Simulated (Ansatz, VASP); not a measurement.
## AgB2Au in VASP and in Ansatz

```
Ag B Au
1.0
     3.16461    0.00000    0.00000
     0.00000    3.27288    0.00000
     0.00000    0.00000    5.67429
Ag B Au
1 2 1
Cartesian
  1.5823 0.0000 0.0000
  0.0000 0.0000 3.7515
  0.0000 0.0000 1.9228
  1.5823 0.0000 2.8371
```

Alike in both runs: task relaxation of cell and atoms; functional PBE; k mesh 6 × 6 × 4; occupations gaussian, width 0.1 eV; no spin polarisation.

|  | VASP | Ansatz |
| --- | --- | --- |
| version | VASP 6.6.1 | Ansatz 0.2.0 |
| potentials or method | VASP PAW PBE potentials, release 64 (Ag_sv_GW, B, Au_sv_GW), cutoff 630 eV | scalar-relativistic, plane waves, PAW |
| valence electrons in the cell | 44 | 44 |

|  | VASP | Ansatz | Ansatz less VASP |
| --- | --- | --- | --- |
| gap on the k mesh at the Fermi level, each at its own relaxed structure (eV) | none | none | - |
| relaxed volume (Å³/atom) | 16.79 | 19.82 | +3.035 |
| relaxed length of the cell vector where the two differ most in proportion (Å) | 3.347 | 3.997 | +0.6500 |

A gap of «none» marks a metal or a gap that the smearing closes. One of these differences is far larger than is usual between the two programs; its cause wasn't traced.

Neither program's run includes spin-orbit coupling.
